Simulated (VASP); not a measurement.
Input of a VASP 6.6.1 run:

INCAR

```
ALGO = Fast
EDIFF = 1E-6
ENCUT = 520
GGA = PS
ISIF = 2
ISMEAR = 0
LASPH = True
LCHARG = False
LREAL = False
LWAVE = False
NBANDS = 22
NELM = 60
PREC = Accurate
SIGMA = 0.1
```

KPOINTS

```
k-points
0
Gamma
  24 24 12
```

Contents of POSCAR:

```
Rh
1.0
    2.7425108064      0.0000000000      0.0000000000
   -1.3712554032      2.3750840285      0.0000000000
    0.0000000000      0.0000000000      4.2669017993
Rh
2
Direct
    0.6666666667      0.3333333333      0.7500000000
    0.3333333333      0.6666666667      0.2500000000
```

Potentials or basis: VASP PAW PBE potentials, release 64 (Rh_pv).

The run is started by

```bash
$ cat potpaw_PBE.64/Rh_pv/POTCAR > POTCAR
$ mpirun -np 1 vasp_std > vasp.out
```

Q: What does it give for the band gap on the k mesh?

A: Zero (bands 15 and 16 overlap by 2.32 eV).

Q: Estimate the pressure.

A: -6.4 GPa.

Stress tensor (GPa, compression positive):
```
-9.57  0.00  0.00
 0.00 -9.57  0.00
 0.00  0.00 -0.09
```

Caveat: the cell differs from its parent crystal (biaxial strain in the a-b plane: +2.0 %, then relaxed in part); the cell stands under tension; the PAW data sets were made with another functional, which shifts forces and pressure a little.
